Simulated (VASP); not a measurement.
Mg:

```
Mg
1.0
     1.77373   -5.62665    0.00000
     1.77373    5.62665    0.00000
     0.00000    0.00000    4.69423
Mg
4
Direct
  0.09800 0.90200 0.91000
  0.59800 0.40200 0.59000
  0.90200 0.09800 0.09000
  0.40200 0.59800 0.41000
```

```yaml
Program: VASP 6.6.1
Task: relaxation of cell and atoms
Functional: PBEsol
Potentials_or_basis: VASP PAW PBE potentials, release 64 (Mg)
Cutoff: 600 eV
k_mesh: 6 × 6 × 4
Occupations: gaussian, width 0.1 eV
Spin: no spin polarisation
```

At the start: pressure 16.7 GPa; volume 23.42 Å³/atom.

**Question.** Where does the relaxation end?

**Answer.** Over 28 steps the energy falls by 1291.2 meV/atom and the volume is 23.89 Å³/atom (+2.0 %); space group Fmmm (No. 69, to 0.05 Å).

Step by step:
```csv
step,energy change (eV),largest force (eV/Å),pressure (GPa),volume (Å³)
1,0.0000,4.2096,16.74,93.70
2,-3.2922,1.1732,-1.49,130.89
3,-3.3297,0.9780,-2.27,135.92
4,-3.6878,0.9706,-2.53,128.55
5,-4.5667,0.8567,-1.47,107.83
6,-2.4261,1.9495,25.02,72.35
7,-4.6200,0.9559,-0.09,102.16
8,-4.6336,0.5928,4.15,90.43
9,-4.6918,0.7869,1.92,95.37
10,-4.9117,0.2401,1.82,93.45
11,-4.9698,0.2747,2.40,91.66
12,-5.0771,0.2167,0.61,95.21
13,-5.0972,0.1782,-0.30,97.53
14,-5.0979,0.1698,-0.45,97.99
15,-5.1087,0.1440,-0.31,97.33
16,-5.1232,0.0781,0.05,95.79
17,-5.1251,0.0585,0.23,95.11
18,-5.1372,0.0418,0.12,95.31
19,-5.1427,0.0989,0.02,95.78
20,-5.1487,0.0571,0.01,95.62
21,-5.1532,0.0730,-0.04,95.76
22,-5.1544,0.0866,-0.09,96.10
23,-5.1573,0.0784,-0.08,95.92
24,-5.1575,0.0813,-0.09,96.01
25,-5.1577,0.0797,-0.09,95.97
26,-5.1626,0.0635,-0.08,95.83
27,-5.1644,0.0453,-0.05,95.66
28,-5.1648,0.0314,0.00,95.55
```

Final structure:
```cif
data_structure
_symmetry_space_group_name_H-M 'P 1'
_symmetry_Int_Tables_number 1
_cell_length_a 5.9109
_cell_length_b 5.9109
_cell_length_c 5.3498
_cell_angle_alpha 90.000
_cell_angle_beta 90.000
_cell_angle_gamma 149.256
_cell_volume 95.55
loop_
_atom_site_label
_atom_site_type_symbol
_atom_site_fract_x
_atom_site_fract_y
_atom_site_fract_z
_atom_site_occupancy
Mg1 Mg 0.13203 0.86797 0.99947 1
Mg2 Mg 0.63203 0.36797 0.50053 1
Mg3 Mg 0.86797 0.13203 0.00053 1
Mg4 Mg 0.36797 0.63203 0.49947 1
```

Caveat: the PAW data sets were made with another functional, which shifts forces and pressure a little.
